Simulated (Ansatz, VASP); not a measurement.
# Al2Cu: VASP beside Ansatz

```
Al Cu
1.0
     4.08670    0.00135   -0.01002
     0.00135    4.10256    0.01784
    -0.00706    0.01256    2.90854
Al Cu
2 1
Direct
  0.46876 0.01180 0.47665
  0.02139 0.50743 0.42700
  0.02514 0.03529 0.01816
```

Change from the starting cell: kmesh displaced: [2, 2, 4] Gamma-centred.

Alike in both runs: task single point; functional PBEsol; k mesh 2 × 2 × 4; occupations gaussian, width 0.1 eV; no spin polarisation.

|  | VASP | Ansatz |
| --- | --- | --- |
| version | VASP 6.6.1 | Ansatz 0.2.0 |
| potentials or method | VASP PAW PBE potentials, release 64 (Al, Cu), cutoff 520 eV | scalar-relativistic, plane waves, PAW |
| valence electrons in the cell | 17 | 25 |

```tsv
	VASP	Ansatz	Ansatz less VASP
gap on the k mesh at the Fermi level (eV)	none	none	-
pressure (GPa)	5.1	4.7	-0.35
traceless stress, the component that is largest in VASP (GPa)	3.76	3.72	-0.040
rms of the force components (eV/Å)	1.192	1.185	-0.0066
```

VASP's potentials were made for PBE, not for PBEsol. Atom by atom the forces differ by 0.007 eV/Å (rms over components). A gap of «none» marks a metal or a gap that the smearing closes. VASP's potentials hold 17 valence electrons a cell and Ansatz's 25, so a difference there can come from the potentials and not from the codes.

The k mesh is coarse, so the values compare programs but aren't converged.
